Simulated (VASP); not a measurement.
## CuP: single point with PBE

Crystal: CuP.

```
Cu P
1.0
     0.00000    2.60099    2.60099
     2.60099    0.00000    2.60099
     2.60099    2.60099    0.00000
Cu P
1 1
Direct
  0.00000 0.00000 0.00000
  0.75000 0.75000 0.75000
```

| Item | Value |
| --- | --- |
| Program | VASP 6.6.1 |
| Task | single point |
| Functional | PBE |
| Potentials or basis | VASP PAW PBE potentials, release 64 (Cu, P) |
| Cutoff | 520 eV |
| k mesh | 6 × 6 × 6 |
| Occupations | gaussian, width 0.1 eV |
| Spin | no spin polarisation |
| Dipole correction | no |
| Further INCAR settings | ALGO = Normal; EDIFF = 1e-06; NBANDS = 15 |

| Quantity | Value |
| --- | --- |
| Pressure | 0.5 GPa |
| Band gap on the k mesh | zero (band 8 reaches 7.33 eV, above the bottom of band 9 at 3.62 eV) |

Levels at points of the mesh, in eV from the Fermi level:
| k point | band 4 | band 5 | band 6 | band 7 | band 8 | band 9 | band 10 | band 11 | band 12 | band 13 |
| --- | --- | --- | --- | --- | --- | --- | --- | --- | --- | --- |
| (0.00, 0.00, 0.00) | -4.32 | -3.31 | -3.31 | 2.48 | 2.48 | 2.48 | 5.36 | 6.70 | 6.70 | 6.70 |
| (0.50, 0.00, 0.00) | -4.14 | -3.24 | -3.24 | -3.03 | 1.04 | 1.04 | 5.12 | 7.31 | 7.31 | 10.39 |
| (0.50, 0.50, 0.00) | -3.70 | -3.21 | -3.13 | -2.69 | -1.06 | -1.06 | 4.06 | 4.72 | 13.76 | 14.10 |

It took 5.5 s on 1 thread of Intel(R) Xeon(R) 6975P-C (Granite Rapids), with other jobs on the host, peak memory 0.15 GiB.
